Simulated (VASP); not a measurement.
A run of VASP 6.6.1:

The input POSCAR:

```
TePb
1.0
    4.0549547108      0.0000000000      0.0000000000
    0.0000000000      4.0549547108      0.0000000000
    0.0000000000      0.0000000000      4.0549547108
Pb Te
1 1
Direct
    0.0000000000      0.0000000000      0.0000000000
    0.5000000000      0.5000000000      0.5000000000
```

Contents of INCAR.step1:

```
SYSTEM = TePb
PREC = Accurate
ENCUT = 520
EDIFF = 1E-5
ISMEAR = -1
SIGMA = 0.05
LREAL = .FALSE.
LASPH = .TRUE.
NELM = 100
ALGO = Normal
ISIF = 2
LWAVE = .TRUE.
LCHARG = .FALSE.
NBANDS = 17
GGA = PE
```

INCAR.step2

```
SYSTEM = TePb
PREC = Accurate
ENCUT = 520
EDIFF = 1E-6
ISMEAR = -1
SIGMA = 0.05
LREAL = .FALSE.
LASPH = .TRUE.
NELM = 100
ALGO = Normal
ISIF = 2
LWAVE = .FALSE.
LCHARG = .FALSE.
GGA = PE
LHFCALC = .TRUE.
AEXX = 1.0
ALDAC = 0.0
AGGAC = 0.0
PRECFOCK = Normal
NBANDS = 17
ISTART = 1
```

File KPOINTS:

```
Automatic mesh
0
G
  4 4 4
  0 0 0
```

Potentials or basis: VASP PAW PBE potentials, release 64 (Pb_d, Te).

Launch:

```sh
$ cat potpaw_PBE.64/Pb_d/POTCAR potpaw_PBE.64/Te/POTCAR > POTCAR
$ cp INCAR.step1 INCAR
$ mpirun -np 1 vasp_std > vasp.out
$ cp INCAR.step2 INCAR
$ mpirun -np 1 vasp_std > vasp.out
```

Hardware: 1 thread of Intel(R) Xeon(R) Platinum 8488C (Sapphire Rapids), with other jobs on the host.

Problem. Estimate the wall time of this run.

Solution. It took 12 min on 1 thread of Intel(R) Xeon(R) Platinum 8488C (Sapphire Rapids) (shared host), peak memory 0.18 GiB. Counts: k points 10.
